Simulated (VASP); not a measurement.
# K3AlO2 (P-6m2) in VASP: single point with PBE

Aim: the single point of K3AlO2 with PBE.

All numbers are computed with VASP 6.6.1; they aren't measurements. Logs are shortened: lines on timing, memory, paths and dates and some standing lists are left out, and cuts for length are marked.

## Step 1: The cell of the first run

The structure is hexagonal, space group P-6m2 (No. 187). The conventional cell has a = 4.688 Å, b = 4.688 Å, c = 6.743 Å, α = 90.00°, β = 90.00°, γ = 120.00°. K (site symmetry -6m2) has 3 K at 2.71 Å and 6 O at 3.18 Å and 2 Al at 3.37 Å within 3.6 Å. K (site symmetry -6m2) has 3 Al at 2.71 Å and 6 O at 3.20 Å and 2 K at 3.37 Å within 3.6 Å. K (site symmetry -6m2) has 5 K at 2.71 to 3.37 Å and 6 O at 3.18 Å within 3.6 Å. Al (site symmetry -6m2) has 5 K at 2.71 to 3.37 Å and 6 O at 3.20 Å within 3.6 Å. O (site symmetry 3m) has 9 K at 3.18 to 3.20 Å and 3 Al at 3.20 Å and 2 O at 3.33 to 3.41 Å within 4.2 Å.

## Step 2: Single point, PBE

Input file INCAR:

```
ALGO = Normal ; EDIFF = 1E-6
ENCUT = 520 ; GGA = PE
ISIF = 2 ; ISMEAR = 0
LASPH = True ; LCHARG = False
LREAL = False ; LWAVE = False
NBANDS = 30 ; NELM = 80
PREC = Accurate ; SIGMA = 0.02
```

Input file KPOINTS:

```
k-points
0
Gamma
  12 12 6
```

Input file POSCAR:

```
K3AlO2
1.0
    4.6881127604      0.0000000000      0.0000000000
   -2.3440563802      4.0600247463      0.0000000000
    0.0000000000      0.0000000000      6.7430480766
K Al O
3 1 2
Direct
    0.0000000000      0.0000000000      0.5000000000
    0.3333333333      0.6666666667      0.0000000000
    0.3333333333      0.6666666667      0.5000000000
    0.0000000000      0.0000000000      0.0000000000
    0.6666666667      0.3333333333      0.2530869288
    0.6666666667      0.3333333333      0.7469130712
```

Potentials or basis: VASP PAW PBE potentials, release 64 (K_sv, Al, O).

Command:

```bash
cat potpaw_PBE.64/K_sv/POTCAR potpaw_PBE.64/Al/POTCAR potpaw_PBE.64/O/POTCAR > POTCAR
mpirun -np 1 vasp_std > vasp.out
```

OUTCAR:

```text
EDIFF = 1E-6
   ENCUT = 520
   GGA = PE
   ISIF = 2
   ISMEAR = 0
   LASPH = True
   LREAL = False
   NELM = 80
   PREC = Accurate

 ion  position               nearest neighbor table
   1  0.000  0.000  0.500-   3 2.71   3 2.71   3 2.71   4 3.37   4 3.37
   2  0.333  0.667  0.000-   4 2.71   4 2.71   4 2.71   3 3.37   3 3.37
   3  0.333  0.667  0.500-   1 2.71   1 2.71   1 2.71   2 3.37   2 3.37
   4  0.000  0.000  0.000-   2 2.71   2 2.71   2 2.71   1 3.37   1 3.37
   5  0.667  0.333  0.253-
   6  0.667  0.333  0.747-

  LATTYP: Found a hexagonal cell.
 ALAT       =     4.6881127604
 C/A-ratio  =     1.4383289015

  Lattice vectors:

 A1 = (   4.6881127604,   0.0000000000,   0.0000000000)
 A2 = (  -2.3440563802,   4.0600247463,   0.0000000000)
 A3 = (   0.0000000000,   0.0000000000,   6.7430480766)

Analysis of symmetry for initial positions (statically):
=====================================================================
 Subroutine PRICEL returns:
 Original cell was already a primitive cell.

 Routine SETGRP: Setting up the symmetry group for a
 hexagonal supercell.

 Subroutine GETGRP returns: Found 12 space group operations
 (whereof 12 operations were pure point group operations)
 out of a pool of 24 trial point group operations.

The static configuration has the point symmetry D_3h.

Analysis of symmetry for dynamics (positions and initial velocities):
=====================================================================
 Subroutine PRICEL returns:
 Original cell was already a primitive cell.

 Routine SETGRP: Setting up the symmetry group for a
 hexagonal supercell.

 Subroutine GETGRP returns: Found 12 space group operations
 (whereof 12 operations were pure point group operations)
 out of a pool of 24 trial point group operations.

The dynamic configuration has the point symmetry D_3h.

 Subroutine INISYM returns: Found 12 space group operations
 (whereof 12 operations are pure point group operations),
 and found     1 'primitive' translations

----------------------------------------------------------------------------------------

                                     Primitive cell

  volume of cell :     128.3462

  direct lattice vectors                    reciprocal lattice vectors
     4.688112760  0.000000000  0.000000000     0.213305450  0.123151959  0.000000000
    -2.344056380  4.060024746  0.000000000     0.000000000  0.246303917  0.000000000
     0.000000000  0.000000000  6.743048077     0.000000000  0.000000000  0.148300885

  length of vectors
     4.688112760  4.688112760  6.743048077     0.246303917  0.246303917  0.148300885

  position of ions in fractional coordinates (direct lattice)
     0.000000000  0.000000000  0.500000000
     0.333333333  0.666666667  0.000000000
     0.333333333  0.666666667  0.500000000
     0.000000000  0.000000000  0.000000000
     0.666666667  0.333333333  0.253086929
     0.666666667  0.333333333  0.746913071

  ion indices of the primitive-cell ions
   primitive index   ion index
                 1           1
                 2           2
                 3           3
                 4           4
                 5           5
                 6           6

----------------------------------------------------------------------------------------

 KPOINTS: k-points

Automatic generation of k-mesh.
 Grid dimensions read from file:
 generate k-points for:   12   12    6

 Generating k-lattice:

  Cartesian coordinates                     Fractional coordinates (reciprocal lattice)
     0.017775454  0.010262663  0.000000000     0.083333333  0.000000000  0.000000000
     0.000000000  0.020525326  0.000000000     0.000000000  0.083333333  0.000000000
     0.000000000  0.000000000  0.024716814     0.000000000  0.000000000  0.166666667

  Length of vectors
     0.020525326  0.020525326  0.024716814

  Shift w.r.t. Gamma in fractional coordinates (k-lattice)
     0.000000000  0.000000000  0.000000000

 Subroutine IBZKPT returns following result:
 ===========================================

 Found     76 irreducible k-points:

 Following reciprocal coordinates:
            Coordinates               Weight
  0.000000  0.000000  0.000000      1.000000
  0.083333  0.000000  0.000000      6.000000
  0.166667  0.000000  0.000000      6.000000
  0.250000  0.000000  0.000000      6.000000
  0.333333 -0.000000  0.000000      6.000000
  0.416667  0.000000  0.000000      6.000000
[... 16 lines left out ...]
  0.250000  0.000000  0.166667     12.000000
  0.333333 -0.000000  0.166667     12.000000
 [... further k-points ...]
   k-points           NKPTS =     76   k-points in BZ     NKDIM =     76   number of bands    NBANDS=     30
   number of dos      NEDOS =    301   number of ions     NIONS =      6
   total plane-waves  NPLWV =  64800
   dimension x,y,z NGX =    36 NGY =   36 NGZ =   50
   dimension x,y,z NGXF=    72 NGYF=   72 NGZF=  100
   ions per type =               3   1   2
   NGX,Y,Z   is equivalent  to a cutoff of  12.77, 12.77, 12.33 a.u.
   NGXF,Y,Z  is equivalent  to a cutoff of  25.53, 25.53, 24.65 a.u.
 SYSTEM =  unknown system
   PREC   = accura    normal or accurate (medium, high low for compatibility)
   ISTART =      0    job   : 0-new  1-cont  2-samecut
   ICHARG =      2    charge: 1-file 2-atom 10-const
   ISPIN  =      1    spin polarized calculation?
   LNONCOLLINEAR =      F non collinear calculations
   LSORBIT =      F    spin-orbit coupling
   LASPH  =      T    aspherical Exc in radial PAW
   ENCUT  =  520.0 eV  38.22 Ry    6.18 a.u.   8.72  8.72 12.54*2*pi/ulx,y,z
   NELM   =     80;   NELMIN=  2; NELMDL= -5     # of ELM steps
   EDIFF  = 0.1E-05   stopping-criterion for ELM
   LREAL  =      F    real-space projection
   EDIFFG = 0.1E-04   stopping-criterion for IOM
   NSW    =      0    number of steps for IOM
   IBRION =     -1    ionic relax: 0-MD 1-quasi-New 2-CG
   NFREE  =      0    steps in history (QN), initial steepest desc. (CG)
   ISIF   =      2    stress and relaxation
   ISYM   =      2    0-nonsym 1-usesym 2-fastsym
   POTIM  = 0.5000    time-step for ionic-motion
   TEBEG  =    0.0;   TEEND  =   0.0 temperature during run
   PSTRESS=    0.0 pullay stress
   NELECT =      42.0000    total number of electrons
   NUPDOWN=      -1.0000    fix difference up-down
   EMIN   =  10.00;   EMAX   =-10.00  energy-range for DOS
   EFERMI =   0.00;   METHOD = LEGACY
   ISMEAR =     0;   SIGMA  =   0.02  broadening in eV -4-tet -1-fermi 0-gaus
   EFERMI_NEDOS =   21; number of points for ismear=-14 and -15
   IALGO  =     38    algorithm
   IMIX   =      4    mixing-type and parameters
     AMIX     =   0.40;   BMIX     =  1.00
     AMIX_MAG =   1.60;   BMIX_MAG =  1.00
  volume/ion in A,a.u.               =      21.39       144.35
  Fermi-wavevector in a.u.,A,eV,Ry     =   1.128142  2.131878 17.316181  1.272703
  Thomas-Fermi vector in A             =   2.264830
   LORBIT       =      0    0 simple, 1 ext, 2 COOP (PROOUT), +10 PAW based schemes
   GGA     = PE    functional components
   LHFCALC =     F    Hartree Fock is set to
   AEXX    =    0.0000 exact exchange contribution
   IVDW    =     0    specifies the selected vdW correction
   LEPSILON=     F    determine dielectric tensor
   LRPA    =     F    only Hartree local field effects (RPA)
 non-spin polarized calculation
 Gauss-broadening in eV      SIGMA  =   0.02
  energy-cutoff  :      520.00
  volume of cell :      128.35
 maximum number of plane-waves:      3477
 NGX is ok and might be reduce to    36
   NGX = 17   NGY = 17   NGZ = 25

 number of electron      41.9999997 magnetization

 Free energy of the ion-electron system (eV)
  ---------------------------------------------------
  ext. energy  EPLUGINS =         0.00000000
  ---------------------------------------------------
  free energy    TOTEN  =       -16.60050579 eV

  energy without entropy =      -16.60050579  energy(sigma->0) =      -16.60050579

 E-fermi :   1.8722     XC(G=0):  -8.7454

 val. band max:        1.6994448346   @ k =   0.2500   0.1667   0.0000
 cond. band min:       1.9883706119   @ k =   0.0000   0.0000   0.5000
 fundamental gap:      0.2889257773
 Fermi energy:         1.8722273520

 k-point     1 :       0.0000    0.0000    0.0000
  band No.  band energies     occupation
      1     -30.2357      2.00000
      2     -29.3714      2.00000
      3     -29.1456      2.00000
      4     -14.2452      2.00000
      5     -14.2452      2.00000
      6     -13.9658      2.00000
[... 22 lines left out ...]
     29       8.0677      0.00000
     30       8.0678      0.00000

 k-point     2 :       0.0833    0.0000    0.0000
  band No.  band energies     occupation
      1     -30.2249      2.00000
      2     -29.3841      2.00000
      3     -29.1454      2.00000
      4     -14.2591      2.00000
      5     -14.2256      2.00000
      6     -13.9490      2.00000
[... 22 lines left out ...]
     29       7.7270      0.00000
     30       7.8996      0.00000

 k-point     3 :       0.1667    0.0000    0.0000
  band No.  band energies     occupation
      1     -30.1936      2.00000
      2     -29.4205      2.00000
      3     -29.1446      2.00000
      4     -14.2956      2.00000
      5     -14.1765      2.00000
      6     -13.9000      2.00000
[... 22 lines left out ...]
     29       7.3133      0.00000
     30       7.6160      0.00000

 k-point     4 :       0.2500    0.0000    0.0000
  band No.  band energies     occupation
      1     -30.1455      2.00000
      2     -29.4757      2.00000
      3     -29.1435      2.00000
      4     -14.3428      2.00000
      5     -14.1262      2.00000
      6     -13.8233      2.00000
[... 22 lines left out ...]
     29       7.0151      0.00000
     30       7.3602      0.00000

 k-point     5 :       0.3333   -0.0000    0.0000
  band No.  band energies     occupation
      1     -30.0879      2.00000
      2     -29.5402      2.00000
      3     -29.1424      2.00000
      4     -14.3872      2.00000
      5     -14.1045      2.00000
      6     -13.7275      2.00000
[... 22 lines left out ...]
     29       6.8914      0.00000
     30       7.1665      0.00000
[... 526 lines left out ...]
     29       7.7411      0.00000
     30       7.8722      0.00000

 k-point    22 :       0.1667    0.0000    0.1667
  band No.  band energies     occupation
      1     -30.1934      2.00000
      2     -29.4203      2.00000
      3     -29.1451      2.00000
      4     -14.2954      2.00000
      5     -14.1760      2.00000
      6     -13.8842      2.00000
[... 22 lines left out ...]
     29       7.3252      0.00000
     30       7.5894      0.00000

 k-point    23 :       0.2500    0.0000    0.1667
  band No.  band energies     occupation
      1     -30.1452      2.00000
      2     -29.4755      2.00000
      3     -29.1440      2.00000
      4     -14.3425      2.00000
      5     -14.1246      2.00000
      6     -13.8102      2.00000
[... 22 lines left out ...]
     29       7.0619      0.00000
     30       7.3411      0.00000

 k-point    24 :       0.3333   -0.0000    0.1667
  band No.  band energies     occupation
      1     -30.0877      2.00000
      2     -29.5401      2.00000
      3     -29.1429      2.00000
      4     -14.3869      2.00000
      5     -14.1002      2.00000
      6     -13.7173      2.00000
[... 22 lines left out ...]
     29       6.9976      0.00000
     30       7.1544      0.00000

 [... further k-points ...]

------------------------ aborting loop because EDIFF is reached ----------------------------------------

  FORCE on cell =-STRESS in cart. coord.  units (eV):
  Direction    XX          YY          ZZ          XY          YZ          ZX
  --------------------------------------------------------------------------------------
  -------------------------------------------------------------------------------------
  Total        0.1565603      0.1565603      0.0137154      0.0000000      0.0000000      0.0000000
  in kB        1.9543816      1.9543816      0.1712128      0.0000000      0.0000000      0.0000000
  external PRESSURE =       1.3599920 kB  Pullay stress =       0.0000000 kB

 VOLUME and BASIS-vectors are now :
 -----------------------------------------------------------------------------
  energy-cutoff  :      520.00
  volume of cell :      128.35
      direct lattice vectors                 reciprocal lattice vectors
     4.688112760  0.000000000  0.000000000     0.213305450  0.123151959  0.000000000
    -2.344056380  4.060024746  0.000000000     0.000000000  0.246303917  0.000000000
     0.000000000  0.000000000  6.743048077     0.000000000  0.000000000  0.148300885

 POSITION                                       TOTAL-FORCE (eV/Angst)
 -----------------------------------------------------------------------------------
      0.00000      0.00000      3.37152         0.000000      0.000000      0.000000
     -0.00000      2.70668      0.00000         0.000000     -0.000000      0.000000
     -0.00000      2.70668      3.37152        -0.000000     -0.000000      0.000000
      0.00000      0.00000      0.00000        -0.000000      0.000000      0.000000
      2.34406      1.35334      1.70658         0.000000     -0.000000     -0.002441
      2.34406      1.35334      5.03647        -0.000000     -0.000000      0.002441
 -----------------------------------------------------------------------------------
    total drift:                               -0.000000      0.000000     -0.000000

  FREE ENERGIE OF THE ION-ELECTRON SYSTEM (eV)
  ---------------------------------------------------
  free  energy   TOTEN  =       -16.6005057919 eV

  energy  without entropy=      -16.6005057919  energy(sigma->0) =      -16.60050579
```

Run time: 4.2 min. Hardware: 1 thread of Intel Xeon 6975P-C, shared host; peak memory 0.41 GiB.

What came out:

```
Free energy            : -16.6005 eV
Pressure               : 0.1 GPa
Band gap on the k mesh : 0.29 eV, indirect (least direct gap 0.45 eV)
```

Forces on the atoms (eV/Å):
```
K    0.000  0.000  0.000
K    0.000  0.000  0.000
K    0.000  0.000  0.000
Al   0.000  0.000  0.000
O    0.000  0.000 -0.002
O    0.000  0.000  0.002
```

Stress tensor (GPa, compression positive):
```
0.20 0.00 0.00
0.00 0.20 0.00
0.00 0.00 0.02
```

A k mesh can miss the band edges.
